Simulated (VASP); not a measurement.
# TeO (Cmcm) in VASP: further runs

The runs below take TeO through single point, with PBE.

Everything below comes from runs of VASP 6.6.1. Logs are shortened: lines on timing, memory, paths and dates and some standing lists are left out, and cuts for length are marked.

### Step 1. The cell of the first run

It takes space group Cmcm (No. 63, orthorhombic). The conventional cell has a = 3.157 Å, b = 8.448 Å, c = 5.495 Å, α = 90.00°, β = 90.00°, γ = 90.00°. Within 2.5 Å of Te (site symmetry m2m) lie 1 O at 1.89 Å. O (site symmetry m2m) has 1 Te at 1.89 Å within 2.5 Å.

The cell was generated, and may not be a known phase.

### Step 2. Single point, PBE

INCAR

```
SYSTEM = TeO
PREC     = Accurate       ! precision mode
ENCUT    = 600            ! plane-wave cutoff, eV
EDIFF    = 1E-6           ! SCF threshold, eV
ISMEAR   = 0              ! smearing method
SIGMA    = 0.1            ! smearing width, eV
LREAL    = .FALSE.        ! projectors in reciprocal space
LASPH    = .TRUE.         ! aspherical terms in the spheres
NELM     = 120            ! most SCF steps
ALGO     = Normal         ! electronic algorithm
ISIF     = 2              ! what is computed and relaxed
LWAVE    = .FALSE.        ! write WAVECAR
LCHARG   = .TRUE.         ! write CHGCAR
GGA      = PE             ! functional
LELF     = .TRUE.         ! ELF
LVHAR    = .TRUE.       
NBANDS   = 20             ! bands
GGA_COMPAT= .FALSE.
```

KPOINTS

```
Automatic mesh
0
G
  6 6 4
  0 0 0
```

POSCAR

```
TeO
1.0
    1.5785743419     -4.2241926269      0.0000000000
    1.5785743419      4.2241926269      0.0000000000
    0.0000000000      0.0000000000      5.4945236270
Te O
2 2
Direct
    0.0881239477      0.9118760523      0.2500000000
    0.9118760523      0.0881239477      0.7500000000
    0.3115378948      0.6884621052      0.2500000000
    0.6884621052      0.3115378948      0.7500000000
```

Potentials or basis: VASP PAW PBE potentials, release 64 (Te, O).

On the command line:

```sh
> cat potpaw_PBE.64/Te/POTCAR potpaw_PBE.64/O/POTCAR > POTCAR
> mpirun -np 1 vasp_std > vasp.out
```

OUTCAR:

```text
SYSTEM = TeO
   PREC = Accurate
   ENCUT = 600
   EDIFF = 1E-6
   ISMEAR = 0
   LREAL = .FALSE.
   LASPH = .TRUE.
   NELM = 120
   ISIF = 2
   GGA = PE

 ion  position               nearest neighbor table
   1  0.088  0.912  0.250-   3 1.89   3 2.82   3 2.82   2 3.12   2 3.12
   2  0.912  0.088  0.750-   4 1.89   4 2.82   4 2.82   1 3.12   1 3.12
   3  0.312  0.688  0.250-   1 1.89   1 2.82   1 2.82
   4  0.688  0.312  0.750-   2 1.89   2 2.82   2 2.82

  LATTYP: Found a base centered orthorhombic cell.
 ALAT       =     3.1571486838
 B/A-ratio  =     2.6759541916
 C/A-ratio  =     1.7403436383

  Lattice vectors:

 A1 = (   1.5785743419,  -4.2241926269,   0.0000000000)
 A2 = (   1.5785743419,   4.2241926269,   0.0000000000)
 A3 = (   0.0000000000,   0.0000000000,   5.4945236270)

Analysis of symmetry for initial positions (statically):
=====================================================================
 Subroutine PRICEL returns:
 Original cell was already a primitive cell.

 Routine SETGRP: Setting up the symmetry group for a
 base centered orthorhombic supercell.

 Subroutine GETGRP returns: Found  8 space group operations
 (whereof  4 operations were pure point group operations)
 out of a pool of  8 trial point group operations.

The static configuration has the point symmetry C_2h.
 The point group associated with its full space group is D_2h.

Analysis of symmetry for dynamics (positions and initial velocities):
=====================================================================
 Subroutine PRICEL returns:
 Original cell was already a primitive cell.

 Routine SETGRP: Setting up the symmetry group for a
 base centered orthorhombic supercell.

 Subroutine GETGRP returns: Found  8 space group operations
 (whereof  4 operations were pure point group operations)
 out of a pool of  8 trial point group operations.

The dynamic configuration has the point symmetry C_2h.
 The point group associated with its full space group is D_2h.

 Subroutine INISYM returns: Found  8 space group operations
 (whereof  4 operations are pure point group operations),
 and found     1 'primitive' translations

----------------------------------------------------------------------------------------

                                     Primitive cell

  volume of cell :      73.2772

  direct lattice vectors                    reciprocal lattice vectors
     1.578574342 -4.224192627  0.000000000     0.316741497 -0.118365814  0.000000000
     1.578574342  4.224192627  0.000000000     0.316741497  0.118365814  0.000000000
     0.000000000  0.000000000  5.494523627     0.000000000  0.000000000  0.181999399

  length of vectors
     4.509512202  4.509512202  5.494523627     0.338135538  0.338135538  0.181999399

  position of ions in fractional coordinates (direct lattice)
     0.088123948  0.911876052  0.250000000
     0.911876052  0.088123948  0.750000000
     0.311537895  0.688462105  0.250000000
     0.688462105  0.311537895  0.750000000

  ion indices of the primitive-cell ions
   primitive index   ion index
                 1           1
                 2           2
                 3           3
                 4           4

----------------------------------------------------------------------------------------

 KPOINTS: Automatic mesh

Automatic generation of k-mesh.
 Grid dimensions read from file:
 generate k-points for:    6    6    4

 Generating k-lattice:

  Cartesian coordinates                     Fractional coordinates (reciprocal lattice)
     0.052790249 -0.019727636  0.000000000     0.166666667  0.000000000  0.000000000
     0.052790249  0.019727636  0.000000000     0.000000000  0.166666667  0.000000000
     0.000000000  0.000000000  0.045499850     0.000000000  0.000000000  0.250000000

  Length of vectors
     0.056355923  0.056355923  0.045499850

  Shift w.r.t. Gamma in fractional coordinates (k-lattice)
     0.000000000  0.000000000  0.000000000

 Subroutine IBZKPT returns following result:
 ===========================================

 Found     39 irreducible k-points:

 Following reciprocal coordinates:
            Coordinates               Weight
  0.000000  0.000000  0.000000      1.000000
  0.166667  0.000000  0.000000      4.000000
  0.333333  0.000000  0.000000      4.000000
  0.500000  0.000000  0.000000      2.000000
  0.166667  0.166667  0.000000      2.000000
  0.333333  0.166667  0.000000      4.000000
[... 16 lines left out ...]
  0.333333  0.333333  0.250000      4.000000
  0.500000  0.333333  0.250000      8.000000
 [... further k-points ...]
   k-points           NKPTS =     39   k-points in BZ     NKDIM =     39   number of bands    NBANDS=     20
   number of dos      NEDOS =    301   number of ions     NIONS =      4
   total plane-waves  NPLWV =  62208
   dimension x,y,z NGX =    36 NGY =   36 NGZ =   48
   dimension x,y,z NGXF=    72 NGYF=   72 NGZF=   96
   ions per type =               2   2
   NGX,Y,Z   is equivalent  to a cutoff of  13.27, 13.27, 14.52 a.u.
   NGXF,Y,Z  is equivalent  to a cutoff of  26.54, 26.54, 29.05 a.u.
 SYSTEM =  TeO
   PREC   = accura    normal or accurate (medium, high low for compatibility)
   ISTART =      0    job   : 0-new  1-cont  2-samecut
   ICHARG =      2    charge: 1-file 2-atom 10-const
   ISPIN  =      1    spin polarized calculation?
   LNONCOLLINEAR =      F non collinear calculations
   LSORBIT =      F    spin-orbit coupling
   LASPH  =      T    aspherical Exc in radial PAW
   ENCUT  =  600.0 eV  44.10 Ry    6.64 a.u.   9.01  9.01 10.97*2*pi/ulx,y,z
   NELM   =    120;   NELMIN=  2; NELMDL= -5     # of ELM steps
   EDIFF  = 0.1E-05   stopping-criterion for ELM
   LREAL  =      F    real-space projection
   EDIFFG = 0.1E-04   stopping-criterion for IOM
   NSW    =      0    number of steps for IOM
   IBRION =     -1    ionic relax: 0-MD 1-quasi-New 2-CG
   NFREE  =      0    steps in history (QN), initial steepest desc. (CG)
   ISIF   =      2    stress and relaxation
   ISYM   =      2    0-nonsym 1-usesym 2-fastsym
   POTIM  = 0.5000    time-step for ionic-motion
   TEBEG  =    0.0;   TEEND  =   0.0 temperature during run
   PSTRESS=    0.0 pullay stress
   NELECT =      24.0000    total number of electrons
   NUPDOWN=      -1.0000    fix difference up-down
   EMIN   =  10.00;   EMAX   =-10.00  energy-range for DOS
   EFERMI =   0.00;   METHOD = LEGACY
   ISMEAR =     0;   SIGMA  =   0.10  broadening in eV -4-tet -1-fermi 0-gaus
   EFERMI_NEDOS =   21; number of points for ismear=-14 and -15
   IALGO  =     38    algorithm
   IMIX   =      4    mixing-type and parameters
     AMIX     =   0.40;   BMIX     =  1.00
     AMIX_MAG =   1.60;   BMIX_MAG =  1.00
  volume/ion in A,a.u.               =      18.32       123.62
  Fermi-wavevector in a.u.,A,eV,Ry     =   1.128467  2.132494 17.326182  1.273438
  Thomas-Fermi vector in A             =   2.265157
   LORBIT       =      0    0 simple, 1 ext, 2 COOP (PROOUT), +10 PAW based schemes
   GGA     = PE    functional components
   LHFCALC =     F    Hartree Fock is set to
   AEXX    =    0.0000 exact exchange contribution
   IVDW    =     0    specifies the selected vdW correction
   LEPSILON=     F    determine dielectric tensor
   LRPA    =     F    only Hartree local field effects (RPA)
 non-spin polarized calculation
 Gauss-broadening in eV      SIGMA  =   0.10
  energy-cutoff  :      600.00
  volume of cell :       73.28
 maximum number of plane-waves:      2476
   NGX = 19   NGY = 19   NGZ = 21

 number of electron      24.0000001 magnetization

 Free energy of the ion-electron system (eV)
  ---------------------------------------------------
  ext. energy  EPLUGINS =         0.00000000
  ---------------------------------------------------
  free energy    TOTEN  =       -17.73207044 eV

  energy without entropy =      -17.72594754  energy(sigma->0) =      -17.72900899

 E-fermi :   6.2123     XC(G=0): -10.1563

 val. band max:        6.1555037195   @ k =   0.1667   0.0000   0.0000
 cond. band min:       6.2168842003   @ k =   0.1667   0.0000   0.2500
 fundamental gap:      0.0613804808
 Fermi energy:         6.2123469132

 k-point     1 :       0.0000    0.0000    0.0000
  band No.  band energies     occupation
      1     -12.5447      2.00000
      2     -11.8916      2.00000
      3      -4.8433      2.00000
      4      -3.5498      2.00000
      5      -0.0008      2.00000
      6       0.3161      2.00000
[... 12 lines left out ...]
     19      15.8264      0.00000
     20      16.9011      0.00000

 k-point     2 :       0.1667    0.0000    0.0000
  band No.  band energies     occupation
      1     -12.4006      2.00000
      2     -11.8340      2.00000
      3      -4.8446      2.00000
      4      -3.3410      2.00000
      5       0.3707      2.00000
      6       0.5427      2.00000
[... 12 lines left out ...]
     19      16.3356      0.00000
     20      16.4015      0.00000

 k-point     3 :       0.3333    0.0000    0.0000
  band No.  band energies     occupation
      1     -12.0722      2.00000
      2     -11.7451      2.00000
      3      -4.6453      2.00000
      4      -2.8853      2.00000
      5       1.0229      2.00000
      6       1.3878      2.00000
[... 12 lines left out ...]
     19      16.2844      0.00000
     20      16.4071      0.00000

 k-point     4 :       0.5000    0.0000    0.0000
  band No.  band energies     occupation
      1     -11.8056      2.00000
      2     -11.7957      2.00000
      3      -4.4074      2.00000
      4      -2.5940      2.00000
      5       0.7353      2.00000
      6       1.6398      2.00000
[... 12 lines left out ...]
     19      15.8814      0.00000
     20      16.2638      0.00000

 k-point     5 :       0.1667    0.1667    0.0000
  band No.  band energies     occupation
      1     -12.1135      2.00000
      2     -11.7578      2.00000
      3      -4.3004      2.00000
      4      -2.6765      2.00000
      5       0.4040      2.00000
      6       1.0520      2.00000
[... 12 lines left out ...]
     19      16.0969      0.00000
     20      16.7434      0.00000

 k-point     6 :       0.3333    0.1667    0.0000
  band No.  band energies     occupation
      1     -11.8234      2.00000
      2     -11.7778      2.00000
      3      -4.4148      2.00000
      4      -2.5146      2.00000
      5       0.1782      2.00000
      6       1.1999      2.00000
[... 12 lines left out ...]
     19      15.8780      0.00000
     20      16.0988      0.00000

 k-point     7 :       0.5000    0.1667    0.0000
  band No.  band energies     occupation
      1     -11.9856      2.00000
      2     -11.7193      2.00000
      3      -5.2096      2.00000
      4      -3.2173      2.00000
      5       1.3535      2.00000
      6       1.9416      2.00000
[... 12 lines left out ...]
     19      16.3148      0.00000
     20      17.0316      0.00000
[... 277 lines left out ...]
 k-point    20 :       0.5000    0.1667    0.2500
  band No.  band energies     occupation
      1     -11.9462      2.00000
      2     -11.7577      2.00000
      3      -4.9915      2.00000
      4      -3.6193      2.00000
      5       1.2470      2.00000
      6       1.6596      2.00000
[... 12 lines left out ...]
     19      15.8651      0.00000
     20      16.4485      0.00000

 k-point    21 :      -0.3333    0.1667    0.2500
  band No.  band energies     occupation
      1     -12.2168      2.00000
      2     -11.8597      2.00000
      3      -5.4828      2.00000
      4      -4.1680      2.00000
      5       1.1229      2.00000
      6       1.5462      2.00000
[... 12 lines left out ...]
     19      16.1114      0.00000
     20      16.2536      0.00000

 k-point    22 :      -0.1667    0.1667    0.2500
  band No.  band energies     occupation
      1     -12.3883      2.00000
      2     -11.9522      2.00000
      3      -5.3093      2.00000
      4      -4.1392      2.00000
      5       0.5650      2.00000
      6       0.8083      2.00000
[... 12 lines left out ...]
     19      15.7588      0.00000
     20      16.5635      0.00000

 k-point    23 :       0.3333    0.3333    0.2500
  band No.  band energies     occupation
      1     -11.9055      2.00000
      2     -11.7401      2.00000
      3      -5.2225      2.00000
      4      -3.7758      2.00000
      5       0.9754      2.00000
      6       1.5500      2.00000
[... 12 lines left out ...]
     19      15.6613      0.00000
     20      16.8097      0.00000

 k-point    24 :       0.5000    0.3333    0.2500
  band No.  band energies     occupation
      1     -12.1035      2.00000
      2     -11.7960      2.00000
      3      -6.0862      2.00000
      4      -4.6093      2.00000
      5       1.8587      2.00000
      6       2.4741      2.00000
[... 12 lines left out ...]
     19      16.6393      0.00000
     20      16.7777      0.00000

 [... further k-points ...]

------------------------ aborting loop because EDIFF is reached ----------------------------------------

  FORCE on cell =-STRESS in cart. coord.  units (eV):
  Direction    XX          YY          ZZ          XY          YZ          ZX
  --------------------------------------------------------------------------------------
  -------------------------------------------------------------------------------------
  Total       -0.4791327      0.6961963      0.7137838      0.0000000      0.0000000      0.0000000
  in kB      -10.4760504     15.2220633     15.6066065      0.0000000      0.0000000      0.0000000
  external PRESSURE =       6.7842065 kB  Pullay stress =       0.0000000 kB

 VOLUME and BASIS-vectors are now :
 -----------------------------------------------------------------------------
  energy-cutoff  :      600.00
  volume of cell :       73.28
      direct lattice vectors                 reciprocal lattice vectors
     1.578574342 -4.224192627  0.000000000     0.316741497 -0.118365814  0.000000000
     1.578574342  4.224192627  0.000000000     0.316741497  0.118365814  0.000000000
     0.000000000  0.000000000  5.494523627     0.000000000  0.000000000  0.181999399

 POSITION                                       TOTAL-FORCE (eV/Angst)
 -----------------------------------------------------------------------------------
      1.57857      3.47969      1.37363         0.000000     -0.039888     -0.000000
      1.57857     -3.47969      4.12089         0.000000      0.039888     -0.000000
      1.57857      1.59220      1.37363         0.000000     -0.041164      0.000000
      1.57857     -1.59220      4.12089         0.000000      0.041164     -0.000000
 -----------------------------------------------------------------------------------
    total drift:                                0.000000      0.000000      0.000000

  FREE ENERGIE OF THE ION-ELECTRON SYSTEM (eV)
  ---------------------------------------------------
  free  energy   TOTEN  =       -17.7320704387 eV

  energy  without entropy=      -17.7259475412  energy(sigma->0) =      -17.72900899
```

Run time: 32 s. Hardware: 1 thread of Intel Xeon 6975P-C (Granite Rapids), shared host; peak memory 0.26 GiB.

Results:

```
Free energy            : -17.7321 eV
Pressure               : 0.7 GPa
Largest force          : 0.041 eV/Å
Band gap on the k mesh : zero (bands 12 and 13 overlap by 3.40 eV)
```

Forces on the atoms (eV/Å):
```
Te   0.000 -0.040  0.000
Te   0.000  0.040  0.000
O    0.000 -0.041  0.000
O    0.000  0.041  0.000
```

Levels at points of the mesh, in eV from the Fermi level:
| k point | band 9 | band 10 | band 11 | band 12 | band 13 | band 14 | band 15 | band 16 |
| --- | --- | --- | --- | --- | --- | --- | --- | --- |
| (0.00, 0.00, 0.00) | -1.75 | -1.49 | -0.48 | 1.32 | 2.32 | 3.98 | 4.08 | 4.86 |
| (0.50, 0.00, 0.00) | -3.80 | -2.89 | -1.31 | -0.96 | -0.89 | 2.76 | 4.19 | 4.94 |
| (0.50, 0.50, 0.00) | -2.07 | -1.78 | -1.61 | 0.85 | 2.42 | 2.77 | 3.61 | 4.55 |
| (0.00, 0.00, 0.50) | -1.71 | -1.71 | 0.19 | 0.19 | 3.02 | 3.02 | 5.10 | 5.10 |
| (0.50, 0.00, 0.50) | -2.23 | -2.23 | -1.02 | -1.02 | 0.94 | 0.94 | 4.42 | 4.42 |
| (0.50, 0.50, 0.50) | -2.11 | -2.11 | -0.65 | -0.65 | 2.69 | 2.69 | 3.97 | 3.97 |

Caveat: spin-orbit coupling is left out, which moves the levels of the heavy elements.

### Step 3. Single point, PBE

This run uses another cell than the first one, of 18.76 Å³/atom.

INCAR

```
ALGO     = Normal         # electronic algorithm
EDIFF    = 1E-6           # SCF threshold, eV
ENCUT    = 600            # plane-wave cutoff, eV
GGA      = PE             # functional
GGA_COMPAT= False        
ISIF     = 2              # what is computed and relaxed
ISMEAR   = 0              # smearing method
LASPH    = True           # aspherical terms in the spheres
LCHARG   = False          # write CHGCAR
LREAL    = False          # projectors in reciprocal space
LWAVE    = False          # write WAVECAR
NBANDS   = 20             # bands
NELM     = 120            # most SCF steps
PREC     = Accurate       # precision mode
SIGMA    = 0.1            # smearing width, eV
```

KPOINTS

```
k-points
0
Gamma
  6 6 4
```

POSCAR

```
TeO
1.0
    1.5664324220     -4.2788327562      0.0000000000
    1.5664324220      4.2788327562      0.0000000000
    0.0000000000      0.0000000000      5.5983029161
Te O
2 2
Direct
    0.0898911521      0.9101088479      0.2500000000
    0.9101088479      0.0898911521      0.7500000000
    0.3094756713      0.6905243287      0.2500000000
    0.6905243287      0.3094756713      0.7500000000
```

Potentials or basis: VASP PAW PBE potentials, release 64 (Te, O).

On the command line:

```sh
> cat potpaw_PBE.64/Te/POTCAR potpaw_PBE.64/O/POTCAR > POTCAR
> mpirun -np 1 vasp_std > vasp.out
```

Wall time 35 s (1 thread of Intel Xeon 6975P-C (Granite Rapids), shared host); peak memory 0.27 GiB.

Results (log left out):

```yaml
Free_energy: -17.7444 eV
Pressure: 0.0 GPa
Largest_force: 0.124 eV/Å
Band_gap_on_the_k_mesh: zero (bands 12 and 13 overlap by 3.00 eV)
```

Forces in eV/Å, atoms in the order of the input:
```
Te   0.000  0.124  0.000
Te   0.000 -0.124  0.000
O    0.000 -0.107  0.000
O    0.000  0.107  0.000
```

Stress tensor (GPa, compression positive):
```
-0.28  0.00  0.00
 0.00  0.47  0.00
 0.00  0.00 -0.11
```

Levels at points of the mesh, in eV from the Fermi level:
| k point | band 8 | band 9 | band 10 | band 11 | band 12 | band 13 | band 14 | band 15 | band 16 | band 17 |
| --- | --- | --- | --- | --- | --- | --- | --- | --- | --- | --- |
| (0.00, 0.00, 0.00) | -1.95 | -1.88 | -1.55 | -0.58 | 0.95 | 2.49 | 3.95 | 3.98 | 4.76 | 7.43 |
| (0.50, 0.00, 0.00) | -4.10 | -3.76 | -2.95 | -1.27 | -1.19 | -1.09 | 2.53 | 4.14 | 4.85 | 5.29 |
| (0.50, 0.50, 0.00) | -2.38 | -2.31 | -1.81 | -1.76 | 0.78 | 2.25 | 2.41 | 3.65 | 4.49 | 7.56 |
| (0.00, 0.00, 0.50) | -3.51 | -1.75 | -1.75 | 0.04 | 0.04 | 3.14 | 3.14 | 4.89 | 4.89 | 7.48 |
| (0.50, 0.00, 0.50) | -4.78 | -2.38 | -2.38 | -1.24 | -1.24 | 0.81 | 0.81 | 4.32 | 4.32 | 6.89 |
| (0.50, 0.50, 0.50) | -2.72 | -2.10 | -2.10 | -0.86 | -0.86 | 2.47 | 2.47 | 3.98 | 3.98 | 8.08 |

Caveat: spin-orbit coupling is left out, which moves the levels of the heavy elements.

The gap in the log of VASP goes by the Fermi energy; the results here count the filled bands.